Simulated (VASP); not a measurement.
The system is MnO2.

```xyz
3
Lattice="2.8566 0.0000 0.0000 -1.4283 2.4739 0.0000 0.0000 0.0000 4.6014" Properties=species:S:1:pos:R:3 pbc="T T T"
Mn    0.0000    0.0000    2.3007
O     0.0000    1.6492    3.2499
O     1.4283    0.8246    1.3515
```

Base run:

| Item | Value |
| --- | --- |
| Program | VASP 6.6.1 |
| Functional | PBEsol |
| Potentials or basis | VASP PAW PBE potentials, release 64 (Mn_pv, O) |
| Cutoff | 520 eV |
| k mesh | 11 × 11 × 6 |
| Occupations | gaussian, width 0.1 eV |
| Spin | collinear spin, ferromagnetic start |
| Starting moments | [4.0, 0.0, 0.0] μB |

Its results: band gap on the k mesh 0.70 eV, indirect (least direct gap 0.75 eV); pressure -1.2 GPa; net moment 3.00 μB per cell; site moments Mn +2.84; O +0.04 μB; largest force 0.081 eV/Å.

The run is repeated on the same cell with these changes: functional from PBEsol to BLYP; dispersion from none to D3(BJ). What comes out?

Band gap on the k mesh 0.68 eV, indirect (least direct gap 0.72 eV); pressure 6.9 GPa; net moment 3.00 μB per cell; site moments Mn +2.79; O +0.07 μB; largest force 0.582 eV/Å.

Several settings changed at once, so the effect can't be laid on one alone.

Caveats: the PAW data sets were made with another functional, which shifts forces and pressure a little; a cell with one magnetic atom can't hold antiferromagnetic order, which such compounds often take.

A k mesh can miss the band edges.
